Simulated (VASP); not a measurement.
Wanted: the native input for a VASP 6.6.1 run.

```yaml
Task: single point
Functional: LDA
Potentials_or_basis: VASP PAW LDA potentials, release 64 (B, As_d)
Cutoff: 560 eV
k_mesh: 15 × 15 × 15
Occupations: fermi-dirac, width 0.05 eV
Spin: no spin polarisation
Dipole_correction: no
Further_INCAR_settings: ALGO = Normal; EDIFF = 1e-06; NBANDS = 16
```

The structure of BAs (zincblende type) lies in POSCAR:

```
BAs
1.0
    0.0000000000      2.3662817983      2.3662817983
    2.3662817983      0.0000000000      2.3662817983
    2.3662817983      2.3662817983      0.0000000000
B As
1 1
Direct
    0.0000000000      0.0000000000      0.0000000000
    0.2500000000      0.2500000000      0.2500000000
```

These files were run (other wordings do the same):

INCAR

```
PREC = Accurate ; ENCUT = 560
EDIFF = 1E-6 ; ISMEAR = -1
SIGMA = 0.05 ; LREAL = F
LASPH = T ; NELM = 120
ALGO = Normal ; ISIF = 2
LWAVE = F ; LCHARG = F
GGA = CA ; NBANDS = 16
GGA_COMPAT = F
```

KPOINTS

```
Automatic mesh
0
Gamma
  15 15 15
```

Potentials or basis: VASP PAW LDA potentials, release 64 (B, As_d).

The run is started by

```console
$ cat potpaw_LDA.64/B/POTCAR potpaw_LDA.64/As_d/POTCAR > POTCAR
$ mpirun -np 1 vasp_std > vasp.out
```

Results of the run:

```json
{
 "Pressure": "1.0 GPa",
 "Band gap on the k mesh": "1.10 eV (least direct gap 3.29 eV)"
}
```

Caveat: an odd mesh through Γ misses points on the zone boundary, where band edges can lie.

It took 69 s on 1 thread of Intel(R) Xeon(R) Platinum 8375C CPU @ 2.90GHz (Ice Lake) (shared host), peak memory 0.17 GiB.
